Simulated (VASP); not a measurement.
# Fe (Fm-3m) in VASP: notebook, part 2 of 2

VASP 6.6.1. Earlier steps stand in the parts before.

## (3) Relaxation of cell and atoms, PBE, collinear spin, ferromagnetic start

This run uses another cell than the first one, of 11.78 Å³/atom.

File INCAR:

```
SYSTEM = Fe
PREC = Accurate
ENCUT = 600
EDIFF = 1E-6
ISMEAR = -1
SIGMA = 0.05
LREAL = .False.
LASPH = .True.
NELM = 150
ALGO = Normal
ISIF = 3
LWAVE = .False.
LCHARG = .False.
ISPIN = 2
MAGMOM = 2.5
LORBIT = 11
LMAXMIX = 4
GGA = PE
IBRION = 2
NSW = 80
EDIFFG = -0.01
```

File KPOINTS:

```
regular mesh
0
Gamma
  15 15 15
  0 0 0
```

File POSCAR:

```
Fe
1.0
    0.0000000000      1.8057818448      1.8057818448
    1.8057818448      0.0000000000      1.8057818448
    1.8057818448      1.8057818448      0.0000000000
Fe
1
Direct
    0.0000000000      0.0000000000      0.0000000000
```

Potentials or basis: VASP PAW PBE potentials, release 64 (Fe).

On the command line:

```console
cat potpaw_PBE.64/Fe/POTCAR > POTCAR
mpirun -np 1 vasp_std > vasp.out
```

OUTCAR:

```text
SYSTEM = Fe
   PREC = Accurate
   ENCUT = 600
   EDIFF = 1E-6
   ISMEAR = -1
   LREAL = .False.
   LASPH = .True.
   NELM = 150
   ISIF = 3
   ISPIN = 2
   LORBIT = 11
   GGA = PE
   IBRION = 2
   NSW = 80
   EDIFFG = -0.01

 ion  position               nearest neighbor table
   1  0.000  0.000  0.000-

  LATTYP: Found a face centered cubic cell.
 ALAT       =     3.6115636896

  Lattice vectors:

 A1 = (   0.0000000000,   1.8057818448,   1.8057818448)
 A2 = (   1.8057818448,   0.0000000000,   1.8057818448)
 A3 = (   1.8057818448,   1.8057818448,   0.0000000000)

Analysis of symmetry for initial positions (statically):
=====================================================================
 Subroutine PRICEL returns:
 Original cell was already a primitive cell.

 Routine SETGRP: Setting up the symmetry group for a
 face centered cubic supercell.

 Subroutine GETGRP returns: Found 48 space group operations
 (whereof 48 operations were pure point group operations)
 out of a pool of 48 trial point group operations.

The static configuration has the point symmetry O_h .

Analysis of symmetry for dynamics (positions and initial velocities):
=====================================================================
 Subroutine PRICEL returns:
 Original cell was already a primitive cell.

 Routine SETGRP: Setting up the symmetry group for a
 face centered cubic supercell.

 Subroutine GETGRP returns: Found 48 space group operations
 (whereof 48 operations were pure point group operations)
 out of a pool of 48 trial point group operations.

The dynamic configuration has the point symmetry O_h .

Analysis of structural, dynamic, and magnetic symmetry:
=====================================================================
 Subroutine PRICEL returns:
 Original cell was already a primitive cell.

 Routine SETGRP: Setting up the symmetry group for a
 face centered cubic supercell.

 Subroutine GETGRP returns: Found 48 space group operations
 (whereof 48 operations were pure point group operations)
 out of a pool of 48 trial point group operations.

The overall configuration has the point symmetry O_h .

[... 135 lines left out ...]

 number of electron       8.0000004 magnetization       2.5782222

 Free energy of the ion-electron system (eV)
  ---------------------------------------------------
  ext. energy  EPLUGINS =         0.00000000
  ---------------------------------------------------
  free energy    TOTEN  =        -8.08524535 eV

  energy without entropy =       -8.07484827  energy(sigma->0) =       -8.08004681

------------------------ aborting loop because EDIFF is reached ----------------------------------------

  FORCE on cell =-STRESS in cart. coord.  units (eV):
  Direction    XX          YY          ZZ          XY          YZ          ZX
  --------------------------------------------------------------------------------------
  -------------------------------------------------------------------------------------
  Total        0.2906817      0.2906817      0.2906817      0.0000000     -0.0000000     -0.0000000
  in kB       39.5459822     39.5459822     39.5459822      0.0000000     -0.0000000     -0.0000000
  external PRESSURE =      39.5459822 kB  Pullay stress =       0.0000000 kB
[... 57 lines left out ...]
--------------------------------------- Ionic step        3  -------------------------------------------

 number of electron       8.0000007 magnetization       2.6095000

 Free energy of the ion-electron system (eV)
  ---------------------------------------------------
  ext. energy  EPLUGINS =         0.00000000
  ---------------------------------------------------
  free energy    TOTEN  =        -8.08876112 eV

  energy without entropy =       -8.07966145  energy(sigma->0) =       -8.08421128

 E-fermi :   5.4683     XC(G=0): -12.7676

 val. band max:        5.4593752857   @ k =  -0.4667   0.0667   0.0000
 cond. band min:       5.4778811168   @ k =   0.0667   0.0667   0.0000
 fundamental gap:      0.0185058311
 Fermi energy:         5.4683370254

 spin component 1

 k-point     1 :       0.0000    0.0000    0.0000
  band No.  band energies     occupation
      1      -2.8954      1.00000
      2       3.0189      1.00000
      3       3.0189      1.00000
      4       3.0189      1.00000
      5       3.9870      1.00000
      6       3.9870      1.00000
      7      27.2167      0.00000
      8      31.2268      0.00000
      9      31.2268      0.00000
[... 265 lines left out ...]
 k-point    24 :       0.2000    0.1333    0.0000
  band No.  band energies     occupation
      1      -1.4802      1.00000
      2       2.5144      1.00000
      3       3.3473      1.00000
      4       3.4249      1.00000
      5       3.6843      1.00000
      6       4.1895      1.00000
      7      24.0942      0.00000
      8      26.5511      0.00000
      9      26.6131      0.00000

 [... further k-points ...]

 spin component 2

 k-point     1 :       0.0000    0.0000    0.0000
  band No.  band energies     occupation
      1      -2.6506      1.00000
      2       5.4004      0.79542
      3       5.4005      0.79522
      4       5.4005      0.79521
      5       6.9955      0.00000
      6       6.9956      0.00000
      7      26.8405      0.00000
      8      31.6230      0.00000
      9      31.6230      0.00000
[... 304 lines left out ...]
  FREE ENERGIE OF THE ION-ELECTRON SYSTEM (eV)
  ---------------------------------------------------
  free  energy   TOTEN  =        -8.0887611217 eV

  energy  without entropy=       -8.0796614468  energy(sigma->0) =       -8.08421128

 reached required accuracy - stopping structural energy minimisation

 total charge

# of ion       s       p       d       tot
------------------------------------------
    1        0.473   0.498   6.182   7.152

 magnetization (x)

# of ion       s       p       d       tot
------------------------------------------
    1       -0.016  -0.050   2.674   2.608
```

OSZICAR:

```text
N       E                     dE             d eps       ncg     rms          rms(c)
DAV:   1     0.176692178275E+02    0.17669E+02   -0.44916E+03  4432   0.120E+03
DAV:   2    -0.881197522159E+01   -0.26481E+02   -0.24970E+02  4335   0.135E+02
[... 44 lines left out ...]
DAV:   1    -0.811521814109E+01   -0.28679E-01   -0.61419E-01  4535   0.135E+01    0.148E+00
DAV:   2    -0.809163888108E+01    0.23579E-01   -0.27761E-01  4566   0.772E+00    0.138E+00
DAV:   3    -0.808923174385E+01    0.24071E-02   -0.17079E-02  4736   0.200E+00    0.519E-01
DAV:   4    -0.808897899743E+01    0.25275E-03   -0.15788E-04  4688   0.206E-01    0.116E-01
DAV:   5    -0.808875885456E+01    0.22014E-03   -0.31343E-04  4814   0.149E-01    0.219E-02
DAV:   6    -0.808876156764E+01   -0.27131E-05   -0.70307E-06  4685   0.289E-02    0.120E-02
DAV:   7    -0.808876112169E+01    0.44596E-06   -0.87293E-07  2323   0.155E-02
   3 F= -.80887611E+01 E0= -.80842113E+01  d E =-.351577E-02  mag=     2.6095
```

Run time: 96 s. Hardware: 1 thread of Intel Xeon Platinum 8488C (Sapphire Rapids), shared host; peak memory 0.15 GiB.

What came out:

```yaml
Free_energy: -8.0888 eV
Relaxed_volume: 12.06 Å³/atom
Relaxed_cell: a = 2.574 Å, b = 2.574 Å, c = 2.574 Å, α = 60.00°, β = 60.00°, γ = 60.00°
Space_group_after_relaxing_to_0.1_Å: Fm-3m (No. 225)
Energy_gained_by_relaxing: 3.5 meV/atom
Ionic_steps: 3
Pressure_after_relaxing: -0.1 GPa
Net_moment: 2.61 μB per cell
Site_moments: Fe +2.61 μB
Valence_electrons_inside_the_program's_atomic_spheres: Fe 7.15
```

Step by step:
```csv
step,energy change (eV),largest force (eV/Å),pressure (GPa),volume (Å³)
1,0.0000,0.0000,3.95,11.78
2,-0.0013,0.0000,-3.11,12.28
3,-0.0035,0.0000,-0.10,12.06
```

Final structure:
```
Fe
1.0
     0.00000    1.82002    1.82002
     1.82002    0.00000    1.82002
     1.82002    1.82002    0.00000
Fe
1
Cartesian
  0.0000 0.0000 0.0000
```
